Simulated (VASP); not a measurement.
Be7Se8 (a cell with a defect), 15 atoms in the cell. The cell holds a defect, 15 atoms: a = 7.236 Å, b = 7.236 Å, c = 7.236 Å, α = 60.00°, β = 60.00°, γ = 60.00°. 

| Property | Result |
| --- | --- |
| Program | VASP 6.6.1 |
| Task | single point |
| Functional | PBEsol |
| Potentials or basis | VASP PAW PBE potentials, release 64 (Be, Se) |
| Cutoff | 520 eV |
| k mesh | 3 × 3 × 3 |
| Occupations | gaussian, width 0.1 eV |
| Spin | no spin polarisation |
| Dipole correction | no |
| Further INCAR settings | LREAL = Auto; ALGO = Normal; EDIFF = 1e-06; NBANDS = 44 |

Potentials or basis: VASP PAW PBE potentials, release 64 (Be, Se).

Command:

```console
$ cat potpaw_PBE.64/Be/POTCAR potpaw_PBE.64/Se/POTCAR > POTCAR
$ mpirun -np 1 vasp_std > vasp.out
```

Hardware: 1 thread of Intel(R) Xeon(R) 6975P-C (Granite Rapids), on a shared host.

Problem. Estimate the wall time of this run.

Solution. It took 2.4 min on 1 thread of Intel(R) Xeon(R) 6975P-C (Granite Rapids), with other jobs on the host, peak memory 0.43 GiB. Counts: scf iterations 16, k points 14.
